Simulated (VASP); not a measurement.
Here is a VASP 6.6.1 calculation.

File INCAR:

```
SYSTEM = C
  ALGO = Normal
  DIPOL = 0.5 0.5 0.496
  EDIFF = 1E-7
  ENCUT = 520
  GGA = CA
  IDIPOL = 3
  ISIF = 2
  ISMEAR = 0
  LASPH = .TRUE.
  LCHARG = .TRUE.
  LDIPOL = .TRUE.
  LELF = .TRUE.
  LREAL = .FALSE.
  LVACPOTAV = .TRUE.
  LVHAR = .TRUE.
  LWAVE = .FALSE.
  NBANDS = 41
  NELM = 60
  PREC = Accurate
  SIGMA = 0.1
```

File KPOINTS:

```
k-points
0
G
  10 6 1
  0 0 0
```

File POSCAR:

```
C
1.0
    2.4565648800      0.0000000000      0.0000000000
    0.0000000000      4.5319672400      0.0000000000
    0.0000000000      0.0000000000     28.4130534568
C
14
Direct
    0.5000000000      0.3970695600      0.3167558184
    0.0000000000      0.4964513300      0.3360291385
    0.0000000000      0.6949098500      0.3746249889
    0.5000000000      0.7942916300      0.3938983191
    0.5000000000      0.9927501500      0.4324941594
    0.0000000000      0.0921319300      0.4517674896
    0.0000000000      0.2960899252      0.4894122271
    0.5000000000      0.3989983757      0.5079185717
    0.5000000000      0.6077843500      0.5449651497
    0.0000000000      0.7121513387      0.5631979354
    0.0000000000      0.9281810800      0.5994667788
    0.5000000000      1.0396978975      0.6162584515
    0.5000000000      0.2807439202      0.6500847517
    0.0000000000      0.3879476576      0.6637449007
```

Potentials or basis: VASP PAW LDA potentials, release 64 (C).

Run with:

```console
$ cat potpaw_LDA.64/C/POTCAR > POTCAR
$ mpirun -np 1 vasp_std > vasp.out
```

Question: Predict the largest force.

Answer: 2.697 eV/Å.

Question: What does it give for the band gap on the k mesh?

Answer: Zero (bands 28 and 29 overlap by 0.18 eV).

Forces on the atoms (eV/Å):
```
C    0.000  1.207  1.671
C    0.000 -1.682 -2.108
C    0.000  0.621  0.715
C    0.000 -0.144 -0.163
C    0.000  0.041  0.118
C    0.000 -0.094 -0.285
C    0.000  0.004  0.002
C    0.000 -0.003 -0.002
C    0.000 -0.004  0.009
C    0.000  0.002  0.014
C    0.000  0.010  0.000
C    0.000  0.005  0.008
C    0.000  0.013  0.002
C    0.000  0.024  0.020
```
